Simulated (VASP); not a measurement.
Write the native input for VASP 6.6.1 that does the following.

```
Task                   : relaxation of the atoms
Functional             : PBE
Potentials or basis    : VASP PAW PBE potentials, release 64 (W_sv, Si)
Cutoff                 : 520 eV
k mesh                 : 5 × 5 × 3
Occupations            : fermi-dirac, width 0.05 eV
Spin                   : no spin polarisation
Dipole correction      : no
Further INCAR settings : ALGO = Normal; EDIFF = 1e-07; IBRION = 2; EDIFFG = -0.01; NSW = 60
```

The structure of Si2W lies in POSCAR:

```
Si2W
1.0
    4.5245153345      0.0000000000      0.0000000000
   -2.2622576673      3.9183452194      0.0000000000
    0.0000000000      0.0000000000      6.6532220000
W Si
3 6
Direct
    0.5000000000      0.0000000000      0.5000000000
    0.5000000000      0.5000000000      0.8333333333
    0.0000000000      0.5000000000      0.1666666667
    0.3272520000      0.1636260000      0.1666666667
    0.8363740000      0.1636260000      0.8333333333
    0.1636260000      0.3272520000      0.5000000000
    0.6727480000      0.8363740000      0.1666666667
    0.1636260000      0.8363740000      0.8333333333
    0.8363740000      0.6727480000      0.5000000000
```

One way to write it, as run:

INCAR

```
SYSTEM = Si2W
ALGO     = Normal         ! electronic algorithm
EDIFF    = 1E-7           ! SCF threshold, eV
EDIFFG   = -0.01          ! ionic threshold
ENCUT    = 520            ! plane-wave cutoff, eV
GGA      = PE             ! functional
IBRION   = 2              ! ionic algorithm
ISIF     = 2              ! what is computed and relaxed
ISMEAR   = -1             ! smearing method
LASPH    = .TRUE.         ! aspherical terms in the spheres
LCHARG   = .FALSE.        ! write CHGCAR
LREAL    = .FALSE.        ! projectors in reciprocal space
LWAVE    = .FALSE.        ! write WAVECAR
NELM     = 100            ! most SCF steps
NSW      = 60             ! ionic steps
PREC     = Accurate       ! precision mode
SIGMA    = 0.05           ! smearing width, eV
```

KPOINTS

```
k-points
0
G
  5 5 3
  0 0 0
```

Potentials or basis: VASP PAW PBE potentials, release 64 (W_sv, Si).

Run with:

```bash
$ cat potpaw_PBE.64/W_sv/POTCAR potpaw_PBE.64/Si/POTCAR > POTCAR
$ mpirun -np 1 vasp_std > vasp.out
```

Results of the run:

```json
{
  "Energy gained by relaxing": "0.0 meV/atom",
  "Ionic steps": "2",
  "Pressure after relaxing": "9.1 GPa",
  "Band gap on the k mesh": "0.54 eV (least direct gap 1.10 eV)"
}
```

Caveat: spin-orbit coupling is left out, which moves the levels of the heavy elements; an odd mesh through Γ misses points on the zone boundary, where band edges can lie.

It took 2.1 min on 1 thread of Intel Xeon 8259CL, on a shared host, peak memory 0.26 GiB.
